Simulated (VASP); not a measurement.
## Pt: single point with r2SCAN

Crystal: Pt.

```
Pt
1.0
    -1.55901    1.55901    1.55901
     1.55901   -1.55901    1.55901
     1.55901    1.55901   -1.55901
Pt
1
Cartesian
  0.0000 0.0000 0.0000
```

- Program: VASP 6.6.1
- Task: single point
- Functional: r2SCAN
- Potentials or basis: VASP PAW PBE potentials, release 64 (Pt)
- Cutoff: 520 eV
- k mesh: 18 × 18 × 18
- Occupations: fermi-dirac, width 0.05 eV
- Spin: no spin polarisation

```
Pressure               : 6.3 GPa
Band gap on the k mesh : zero (band 5 reaches 11.88 eV, above the bottom of band 6 at 9.39 eV)
```

Levels at points of the mesh, in eV from the Fermi level:
```
           k point  band 1  band 2  band 3  band 4  band 5  band 6  band 7  band 8  band 9  band 10
(0.00, 0.00, 0.00)  -10.23   -3.89   -3.89   -3.89   -1.23   -1.23   18.03   18.03   18.03    29.00
(0.50, 0.00, 0.00)   -7.24   -5.46   -1.40   -0.88    0.27    1.15    6.95   14.04   16.96    25.47
(0.50, 0.50, 0.50)   -6.79   -6.79    0.56    0.56    0.56    8.18    8.18    8.18   14.06    20.43
```

It used 75 s of CPU time on 1 thread of AMD EPYC 7R13 Processor (Zen 3) (shared host).

Caveat: the PAW data sets were made with another functional, which shifts forces and pressure a little; spin-orbit coupling is left out, which moves the levels of the heavy elements.
